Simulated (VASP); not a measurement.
Wanted: the native input for a VASP 6.6.1 run.

| Property | Result |
| --- | --- |
| Task | single point |
| Functional | PBEsol |
| Potentials or basis | VASP PAW PBE potentials, release 64 (Ti_sv, H, C) |
| Cutoff | 520 eV |
| k mesh | 15 × 15 × 15 |
| Occupations | gaussian, width 0.1 eV |
| Spin | no spin polarisation |
| Dipole correction | no |
| Further INCAR settings | ALGO = Normal; EDIFF = 1e-06; NBANDS = 22 |

The structure of Ti2HC lies in POSCAR:

```
Ti2HC
1.0
    1.5479855736      0.8937298877      4.7220460771
   -1.5479855736      0.8937298877      4.7220460771
    0.0000000000     -1.7874597753      4.7220460771
Ti H C
2 1 1
Direct
    0.7708011706      0.7708011706      0.7708011706
    0.2291988294      0.2291988294      0.2291988294
    0.0000000000      0.0000000000      0.0000000000
    0.5000000000      0.5000000000      0.5000000000
```

This cell differs from its parent crystal: strained and its atoms moved.

The input as run:

INCAR

```
PREC = Accurate
ENCUT = 520
EDIFF = 1E-6
ISMEAR = 0
SIGMA = 0.1
LREAL = False
LASPH = True
NELM = 100
ALGO = Normal
ISIF = 2
LWAVE = False
LCHARG = False
GGA = PS
NBANDS = 22
```

KPOINTS

```
Automatic mesh
0
Gamma
  15 15 15
```

Potentials or basis: VASP PAW PBE potentials, release 64 (Ti_sv, H, C).

Launch:

```console
$ cat potpaw_PBE.64/Ti_sv/POTCAR potpaw_PBE.64/H/POTCAR potpaw_PBE.64/C/POTCAR > POTCAR
$ mpirun -np 1 vasp_std > vasp.out
```

It gave:

```yaml
Pressure: 25.6 GPa
Largest_force: 6.241 eV/Å
```

Caveat: the cell differs from its parent crystal (strained and its atoms moved); the PAW data sets were made with another functional, which shifts forces and pressure a little.

It took 14 min on 1 thread of Intel(R) Xeon(R) Platinum 8375C CPU @ 2.90GHz (Ice Lake) (shared host), peak memory 0.45 GiB.
